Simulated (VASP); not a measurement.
# Ca5Pb3S8 (P1) in VASP: single point with PBEsol

Aim: the single point of Ca5Pb3S8 with PBEsol.

Program: VASP 6.6.1. These are calculated values, not measurements. Logs are shortened: lines on timing, memory, paths and dates and some standing lists are left out, and cuts for length are marked.

### Step 1. The cell of the first run

The typed cell holds 64 atoms: a = 11.500 Å, b = 11.500 Å, c = 11.500 Å, α = 90.00°, β = 90.00°, γ = 90.00°.

### Step 2. Single point, PBEsol

Input file INCAR:

```
PREC     = Accurate       # precision mode
ENCUT    = 500            # plane-wave cutoff, eV
EDIFF    = 1E-6           # SCF threshold, eV
ISMEAR   = -1             # smearing method
SIGMA    = 0.05           # smearing width, eV
LREAL    = Auto         
LASPH    = True           # aspherical terms in the spheres
NELM     = 120            # most SCF steps
ALGO     = Normal         # electronic algorithm
ISIF     = 2              # what is computed and relaxed
LWAVE    = False          # write WAVECAR
LCHARG   = False          # write CHGCAR
GGA      = PS             # functional
ISYM     = -1           
NBANDS   = 318            # bands
GGA_COMPAT= False
```

Input file KPOINTS:

```
explicit points
1
Reciprocal
  0.25000000   0.25000000   0.25000000 1
```

Input file POSCAR:

```
Ca5Pb3S8
1.0
   11.5001492957      0.0000000000      0.0000000000
    0.0000000000     11.5001492957      0.0000000000
    0.0000000000      0.0000000000     11.5001492957
S Pb Ca
32 12 20
Direct
    0.2551390000      0.9998490000      0.9994350000
    0.2542680000      0.9990850000      0.4998970000
    0.2563000000      0.4995820000      0.9931790000
    0.2445550000      0.4999610000      0.5057800000
    0.7399290000      0.0004300000      0.0076480000
    0.7414620000      0.9930500000      0.4944310000
    0.7433590000      0.5006100000      0.9996480000
    0.7550700000      0.5059560000      0.4995020000
    0.0086480000      0.2503980000      0.0075970000
    0.0063990000      0.2582110000      0.4939710000
    0.0086960000      0.7497450000      0.9999150000
    0.0013760000      0.7459880000      0.4989480000
    0.4933400000      0.2504900000      0.0004360000
    0.4914300000      0.2413450000      0.5000030000
    0.4946870000      0.7513600000      0.9998960000
    0.4985460000      0.7531390000      0.4992130000
    0.9994430000      0.9990550000      0.2502870000
    0.0080000000      0.9915990000      0.7500570000
    0.9945560000      0.5017860000      0.2555150000
    0.9996560000      0.5058080000      0.7439220000
    0.4992710000      0.9947830000      0.2501570000
    0.4952670000      0.9928720000      0.7511340000
    0.5072400000      0.5087790000      0.2421380000
    0.5001360000      0.5072630000      0.7546260000
    0.2449840000      0.2425810000      0.2503470000
    0.2495810000      0.2495140000      0.7495010000
    0.2493990000      0.7551430000      0.2499990000
    0.2505530000      0.7494250000      0.7488810000
    0.7578370000      0.2502240000      0.2504920000
    0.7504510000      0.2595980000      0.7497140000
    0.7509400000      0.7505660000      0.2547730000
    0.7509010000      0.7464950000      0.7423860000
    0.0032030000      0.9995210000      0.0010820000
    0.0015910000      0.9977720000      0.4992540000
    0.0014500000      0.5010390000      0.0001050000
    0.5001220000      0.5021050000      0.5000770000
    0.7494950000      0.2505620000      0.0012480000
    0.7511610000      0.2512280000      0.4992130000
    0.7473720000      0.7504040000      0.0015610000
    0.2499130000      0.5011470000      0.2499240000
    0.7482840000      0.9977540000      0.7489280000
    0.0016850000      0.2520260000      0.7490820000
    0.4985880000      0.2479420000      0.2498100000
    0.4985130000      0.2506330000      0.7499190000
    0.9998570000      0.5017150000      0.4995340000
    0.4979190000      0.9996290000      0.0008800000
    0.4982290000      0.9978330000      0.4998510000
    0.4995420000      0.5014840000      0.9990510000
    0.2505880000      0.2494070000      0.0004100000
    0.2489940000      0.2491150000      0.4997970000
    0.2517570000      0.7501520000      0.9987030000
    0.2496680000      0.7498450000      0.5002330000
    0.7500870000      0.7498540000      0.4985720000
    0.2504000000      0.9990510000      0.2500650000
    0.2512200000      0.9981970000      0.7496620000
    0.2501270000      0.5013980000      0.7493270000
    0.7491100000      0.9994490000      0.2510360000
    0.7505000000      0.5013670000      0.2498440000
    0.7499510000      0.5028230000      0.7490660000
    0.0014750000      0.2505600000      0.2508250000
    0.0001250000      0.7500690000      0.2503410000
    0.0021060000      0.7491240000      0.7489000000
    0.4999850000      0.7513050000      0.2493930000
    0.4993220000      0.7499930000      0.7495410000
```

Potentials or basis: VASP PAW PBE potentials, release 64 (S, Pb_d, Ca_sv).

Started as:

```console
$ cat potpaw_PBE.64/S/POTCAR potpaw_PBE.64/Pb_d/POTCAR potpaw_PBE.64/Ca_sv/POTCAR > POTCAR
$ mpirun -np 1 vasp_std > vasp.out
```

OUTCAR:

```text
PREC = Accurate
   ENCUT = 500
   EDIFF = 1E-6
   ISMEAR = -1
   LREAL = Auto
   LASPH = True
   NELM = 120
   ISIF = 2
   GGA = PS
   ISYM = -1

 ion  position               nearest neighbor table
   1  0.255  1.000  0.999-  46 2.79  49 2.87  51 2.87  55 2.87  54 2.88  33 2.90
   2  0.254  0.999  0.500-  47 2.81  52 2.87  55 2.87  54 2.87  50 2.88  34 2.91
   3  0.256  0.500  0.993-  48 2.80  56 2.81  49 2.88  51 2.88  35 2.93  40 2.95
   4  0.245  0.500  0.506-  56 2.80  45 2.82  52 2.88  50 2.89  36 2.94  40 2.94
   5  0.740  0.000  0.008-  46 2.78  57 2.80  39 2.88  37 2.88  41 2.98  33 3.03
   6  0.741  0.993  0.494-  47 2.80  53 2.80  57 2.80  41 2.93  38 2.97  34 2.99
[... 28 lines left out ...]
  34  0.002  0.998  0.499-  17 2.86  18 2.89  12 2.90   2 2.91   6 2.99  10 3.00  41 4.09  38 4.10
                            42 4.10
  35  0.001  0.501  0.000-  11 2.86   9 2.88   3 2.93  19 2.94  20 2.95   7 2.97  40 4.05  42 4.07
                            37 4.09  39 4.09
  36  0.500  0.502  0.500-  16 2.89  24 2.93   8 2.93   4 2.94  23 2.97  14 3.00  40 4.07  44 4.08
                            38 4.08  43 4.10
  37  0.749  0.251  0.001-  29 2.87   7 2.88   5 2.88  30 2.89  13 2.95   9 2.98  43 4.06  44 4.08
                            35 4.09  42 4.10  33 4.10  41 4.11
  38  0.751  0.251  0.499-  29 2.86  30 2.88   8 2.93  10 2.94   6 2.97  14 2.99  42 4.07  36 4.08
                            43 4.08  41 4.09  44 4.09  34 4.10
  39  0.747  0.750  0.002-   7 2.87   5 2.88  15 2.91  31 2.91  32 2.98  11 3.01  41 4.07  35 4.09
                            33 4.11
  40  0.250  0.501  0.250-  27 2.92  19 2.94   4 2.94   3 2.95  23 2.96  25 2.97  35 4.05  36 4.07
                            43 4.08
  41  0.748  0.998  0.749-  32 2.89  22 2.91   6 2.93   5 2.98  18 2.99  30 3.01  39 4.07  44 4.09
                            34 4.09  38 4.09  37 4.11  33 4.12  42 4.13
  42  0.002  0.252  0.749-  26 2.85  30 2.89  20 2.92  10 2.94   9 2.97  18 3.00  35 4.07  38 4.07
                            34 4.10  37 4.10  33 4.10  41 4.13
  43  0.499  0.248  0.250-  13 2.87  14 2.88  21 2.91  25 2.92  29 2.98  23 3.00  37 4.06  40 4.08
                            38 4.08  36 4.10
  44  0.499  0.251  0.750-  26 2.86  14 2.88  13 2.88  30 2.90  24 2.95  22 2.96  36 4.08  37 4.08
                            41 4.09  38 4.09
  45  1.000  0.502  0.500-  10 2.80  19 2.81  12 2.81  20 2.81   4 2.82   8 2.82
  46  0.498  1.000  0.001-   5 2.78   1 2.79  15 2.86  21 2.87  22 2.87  13 2.89
  47  0.498  0.998  0.500-   6 2.80  14 2.80   2 2.81  16 2.81  21 2.87  22 2.89
  48  0.500  0.501  0.999-  23 2.80   3 2.80   7 2.80  24 2.81  15 2.87  13 2.89
  49  0.251  0.249  0.000-   9 2.78  13 2.79   1 2.87  25 2.88   3 2.88  26 2.89
  50  0.249  0.249  0.500-  14 2.79  10 2.79  25 2.87  26 2.87   2 2.88   4 2.89
[... 12 lines left out ...]
  63  0.500  0.751  0.249-  23 2.79  21 2.80  15 2.87  16 2.87  27 2.88  31 2.89
  64  0.499  0.750  0.750-  24 2.79  22 2.79  28 2.86  16 2.88  15 2.88  32 2.89

IMPORTANT INFORMATION: All symmetrisations will be switched off!
NOSYMM: (Re-)initialisation of all symmetry stuff for point group C_1.

[... 192 lines left out ...]
   EFERMI_NEDOS =   21; number of points for ismear=-14 and -15
   IALGO  =     38    algorithm
   IMIX   =      4    mixing-type and parameters
     AMIX     =   0.40;   BMIX     =  1.00
     AMIX_MAG =   1.60;   BMIX_MAG =  1.00
  volume/ion in A,a.u.               =      23.76       160.37
  Fermi-wavevector in a.u.,A,eV,Ry     =   1.173367  2.217343 18.732380  1.376791
  Thomas-Fermi vector in A             =   2.309782
   LORBIT       =      0    0 simple, 1 ext, 2 COOP (PROOUT), +10 PAW based schemes
   GGA     = PS    functional components
   LHFCALC =     F    Hartree Fock is set to
   AEXX    =    0.0000 exact exchange contribution
   IVDW    =     0    specifies the selected vdW correction
   LEPSILON=     F    determine dielectric tensor
   LRPA    =     F    only Hartree local field effects (RPA)
 non-spin polarized calculation
  energy-cutoff  :      500.00
  volume of cell :     1520.93
 maximum number of plane-waves:     38616
 NGX is ok and might be reduce to    84
   NGX = 41   NGY = 41   NGZ = 41

 number of electron     560.0000001 magnetization

 Free energy of the ion-electron system (eV)
  ---------------------------------------------------
  ext. energy  EPLUGINS =         0.00000000
  ---------------------------------------------------
  free energy    TOTEN  =      -330.90146259 eV

  energy without entropy =     -330.90146259  energy(sigma->0) =     -330.90146259

 E-fermi :   5.3283     XC(G=0):  -9.7387

 val. band max:        4.0404002694   @ k =   0.2500   0.2500   0.2500
 cond. band min:       6.5528669826   @ k =   0.2500   0.2500   0.2500
 fundamental gap:      2.5124667132
 Fermi energy:         5.3282954704

 k-point     1 :       0.2500    0.2500    0.2500
  band No.  band energies     occupation
      1     -35.5459      2.00000
      2     -35.5305      2.00000
      3     -35.4841      2.00000
      4     -35.4745      2.00000
      5     -35.4744      2.00000
      6     -35.4727      2.00000
[... 284 lines left out ...]
    291       7.1233      0.00000
    292       7.1747      0.00000
 [bands above 292 left out]

------------------------ aborting loop because EDIFF is reached ----------------------------------------

  FORCE on cell =-STRESS in cart. coord.  units (eV):
  Direction    XX          YY          ZZ          XY          YZ          ZX
  --------------------------------------------------------------------------------------
  -------------------------------------------------------------------------------------
  Total        0.9722977      0.6446169      0.1333189     -0.2954880     -0.8790554     -1.1916544
  in kB        1.0242345      0.6790501      0.1404404     -0.3112719     -0.9260115     -1.2553085
  external PRESSURE =       0.6145750 kB  Pullay stress =       0.0000000 kB

 VOLUME and BASIS-vectors are now :
 -----------------------------------------------------------------------------
  energy-cutoff  :      500.00
  volume of cell :     1520.93
      direct lattice vectors                 reciprocal lattice vectors
    11.500149296  0.000000000  0.000000000     0.086955393  0.000000000  0.000000000
     0.000000000 11.500149296  0.000000000     0.000000000  0.086955393  0.000000000
     0.000000000  0.000000000 11.500149296     0.000000000  0.000000000  0.086955393

 POSITION                                       TOTAL-FORCE (eV/Angst)
 -----------------------------------------------------------------------------------
      2.93414     11.49841     11.49365        -0.008851      0.001440      0.005127
      2.92412     11.48963      5.74889        -0.014818     -0.000489     -0.002085
      2.94749      5.74527     11.42171        -0.013459      0.000827      0.014226
      2.81242      5.74963      5.81655         0.012244     -0.005759     -0.010776
      8.50929      0.00495      0.08795         0.008734      0.000255     -0.007054
      8.52692     11.42022      5.68603         0.004514      0.009979      0.009767
[... 56 lines left out ...]
      5.74990      8.64012      2.86806         0.002243     -0.005581      0.000306
      5.74228      8.62503      8.61983         0.002050      0.004285      0.000116
 -----------------------------------------------------------------------------------
    total drift:                                0.015347      0.030457     -0.007552

  FREE ENERGIE OF THE ION-ELECTRON SYSTEM (eV)
  ---------------------------------------------------
  free  energy   TOTEN  =      -330.9014625867 eV

  energy  without entropy=     -330.9014625866  energy(sigma->0) =     -330.90146259
```

Run time: 16 min. Hardware: 1 thread of Intel Xeon Platinum 8375C at 2.90GHz (Ice Lake), shared host; peak memory 1.3 GiB.

What came out:

```yaml
Free_energy: -330.9015 eV
Pressure: 0.1 GPa
Largest_force: 0.020 eV/Å
Band_gap_on_the_k_mesh: 2.51 eV
```

Forces on the atoms (eV/Å):
```
S   -0.009  0.001  0.005
S   -0.015  0.000 -0.002
S   -0.013  0.001  0.014
S    0.012 -0.006 -0.011
S    0.009  0.000 -0.007
S    0.005  0.010  0.010
S    0.006  0.001 -0.001
S   -0.004 -0.010  0.001
S   -0.012  0.000 -0.006
S   -0.010 -0.002  0.007
S   -0.014 -0.004  0.005
S   -0.006  0.012 -0.003
S    0.010 -0.004 -0.001
S    0.009  0.010  0.000
S    0.013 -0.003  0.000
S    0.000 -0.014 -0.002
S    0.000 -0.002  0.000
S   -0.004  0.009 -0.001
S    0.006 -0.007 -0.008
S    0.002 -0.011  0.010
S    0.002  0.007 -0.003
S    0.011  0.014 -0.010
S   -0.007 -0.009  0.010
S    0.001 -0.008 -0.009
S    0.013  0.010  0.000
S    0.007  0.007  0.003
S   -0.001 -0.010  0.003
S    0.002 -0.002 -0.004
S   -0.007  0.007  0.001
S    0.005 -0.015 -0.002
S   -0.003  0.005 -0.007
S   -0.006  0.007  0.008
Pb   0.004  0.001 -0.007
Pb   0.007 -0.010  0.003
Pb   0.009  0.004 -0.007
Pb  -0.002  0.009 -0.007
Pb   0.012  0.003  0.004
Pb   0.002 -0.001 -0.002
Pb  -0.009  0.010  0.000
Pb   0.003  0.019 -0.003
Pb   0.002 -0.007 -0.001
Pb  -0.002  0.002  0.004
Pb  -0.008 -0.004  0.003
Pb  -0.007 -0.008 -0.004
Ca   0.001 -0.002  0.006
Ca   0.006  0.003 -0.002
Ca   0.002  0.003  0.006
Ca   0.003  0.000  0.003
Ca  -0.007  0.003 -0.002
Ca   0.004  0.001  0.000
Ca  -0.005 -0.004 -0.005
Ca   0.002  0.001  0.003
Ca  -0.001  0.001  0.004
Ca  -0.005  0.003  0.000
Ca  -0.007 -0.003 -0.002
Ca  -0.004 -0.003  0.004
Ca   0.001 -0.001 -0.004
Ca  -0.004 -0.007 -0.001
Ca   0.003 -0.007  0.005
Ca  -0.002 -0.002 -0.005
Ca  -0.001  0.000 -0.006
Ca  -0.001  0.004  0.004
Ca   0.002 -0.006  0.000
Ca   0.002  0.004  0.000
```

Levels at points of the mesh, in eV from the valence-band top:
```csv
k point,band 276,band 277,band 278,band 279,band 280,band 281,band 282,band 283,band 284,band 285
"(0.25, 0.25, 0.25)",-0.41,-0.37,-0.20,-0.16,0.00,2.51,2.65,2.67,2.68,2.70
```

Caveat: the PAW data sets were made with another functional, which shifts forces and pressure a little; spin-orbit coupling is left out, which moves the levels of the heavy elements; a shifted mesh leaves out Γ, where band edges can lie.
